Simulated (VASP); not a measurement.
Runs of VASP 6.6.1 on MgO. The structure is that of space group F-43m (No. 216), or close to it. The cells are those of the table. 

```tsv
level	cell	k mesh	cutoff (eV)	smearing	grid for exact exchange (PRECFOCK)	screening parameter	gap on the mesh (eV)	pressure (GPa)	largest force (eV/Å)
PBE	a = 3.260, b = 3.260, c = 3.227 Å, angles 60.3, 60.3, 59.3°, 2 atoms	10 × 10 × 10	520	fermi-dirac 0.02 eV	-	-	3.51	1.0	-
PBE	a = 3.233 Å, angles 57.2°, 2 atoms	10 × 10 × 10	520	fermi-dirac 0.02 eV	-	-	3.79	12.0	0.04
r2SCAN	a = 3.224 Å, angles 62.7°, 2 atoms	10 × 10 × 10	660	gaussian 0.01 eV	-	-	(b)	-7.2	-
PBE	a = 3.227 Å, angles 60.0°, 2 atoms	6 × 6 × 6	520	gaussian 0.01 eV	-	-	3.64	3.5	-
HSE06	a = 3.227 Å, angles 60.0°, 2 atoms	6 × 6 × 6	520	gaussian 0.01 eV	Normal	0.2079 1/Å	5.24	-0.1	-
r2SCAN	a = 3.260, b = 3.260, c = 3.227 Å, angles 60.3, 60.3, 59.3°, 2 atoms	10 × 10 × 10	520	gaussian 0.01 eV	-	-	(d)	(a)	-
PBE	a = 3.098 Å, angles 60.0°, 2 atoms	10 × 10 × 10	600	fermi-dirac 0.02 eV	-	-	4.38	23.6	-
PBE	a = 3.224 Å, angles 62.7°, 2 atoms	6 × 6 × 6	600	gaussian 0.01 eV	-	-	3.10	-3.3	(c)
PBE	a = 3.356 Å, angles 60.0°, 2 atoms	10 × 10 × 10	520	fermi-dirac 0.02 eV	-	-	3.01	-8.7	-
r2SCAN	a = 3.243 Å, angles 60.0°, 2 atoms	10 × 10 × 10	660	gaussian 0.01 eV	-	-	4.24	-2.6	-
PBE	a = 3.309, b = 3.309, c = 3.227 Å, angles 60.8, 60.8, 58.4°, 2 atoms	6 × 6 × 6	600	gaussian 0.01 eV	-	-	3.32	-2.6	-
PBE	a = 3.227 Å, angles 60.0°, 2 atoms	10 × 10 × 10	600	fermi-dirac 0.02 eV	-	-	3.64	3.3	-
```

Alike in all rows: task single point; potentials or basis VASP PAW PBE potentials, release 64 (Mg, O); no spin polarisation.

Task: Estimate the missing entries.

Result: (a) -3.0; (b) 3.76; (c) 0.03; (d) 4.19.

Caveats: the PAW data sets were made with another functional, which shifts forces and pressure a little (some runs).

